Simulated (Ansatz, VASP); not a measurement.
**Ag: VASP beside Ansatz**

File INCAR:

```
SYSTEM = Ag
PREC = Accurate
ENCUT = 520
EDIFF = 1E-6
ISMEAR = -1
SIGMA = 0.08
LREAL = .FALSE.
LASPH = .TRUE.
NELM = 60
ALGO = Normal
ISIF = 2
LWAVE = .FALSE.
LCHARG = .FALSE.
GGA = PE
NBANDS = 30
```

Contents of KPOINTS:

```
Automatic mesh
0
G
  14 14 4
  0 0 0
```

File POSCAR:

```
Ag
1.0
    2.8471914389      0.0000000000      0.0000000000
   -1.4235957195      2.4657401156      0.0000000000
    0.0000000000      0.0000000000      9.8648482973
Ag
4
Direct
    0.3333333333      0.6666666667      0.2500000000
    0.6666666667      0.3333333333      0.7500000000
    0.0000000000      0.0000000000      0.0000000000
    0.0000000000      0.0000000000      0.5000000000
```

Input for Ansatz:

```yaml
crystal:
  lattice:
    - [2.8471914389, 0.0, 0.0]
    - [-1.4235957195, 2.4657401156, 0.0]
    - [0.0, 0.0, 9.8648482973]
  atoms:
    - { symbol: Ag, position: [0.3333333333, 0.6666666667, 0.25] }
    - { symbol: Ag, position: [0.6666666667, 0.3333333333, 0.75] }
    - { symbol: Ag, position: [0.0, 0.0, 0.0] }
    - { symbol: Ag, position: [0.0, 0.0, 0.5] }
kpoints:
  mp_grid: { grid: [14, 14, 4] }
  band_path:
    path:
      - [0.0, 0.0, 0.0]
      - [0.5, 0.0, 0.0]
      - [0.3333333333, 0.3333333333, 0.0]
      - [0.0, 0.0, 0.0]
      - [0.0, 0.0, 0.5]
      - [0.5, 0.0, 0.5]
      - [0.3333333333, 0.3333333333, 0.5]
      - [0.0, 0.0, 0.5]
      - [0.5, 0.0, 0.5]
    npoints: 5
scf:
  occupations: { method: fermi_dirac, width: 0.08 }
hamiltonian:
  xc: pbe
  pseudopotentials: { kind: all_electron, lapw: { basis_error: 0.0005 } }
output:
  forces: true
  stress: true
  eigenvalues: true
```

Change from the starting cell: volume scaled by 0.96.

Alike in both runs: task single point; functional PBE; k mesh 14 × 14 × 4; occupations fermi-dirac, width 0.08 eV; no spin polarisation.

|  | VASP | Ansatz |
| --- | --- | --- |
| version | VASP 6.6.1 | Ansatz 0.2.0 |
| potentials or method | VASP PAW PBE potentials, release 64 (Ag), cutoff 520 eV | all-electron LAPW, scalar-relativistic |

VASP gave:

```
pressure (GPa)                                                : 3.5
traceless stress, the component that is largest in VASP (GPa) : -4.04
```

Task: Which values does Ansatz return?

Result: Pressure (GPa): 3.6; traceless stress, the component that is largest in VASP (GPa): -4.06.

Ansatz ran all-electron here, and VASP with PAW potentials.
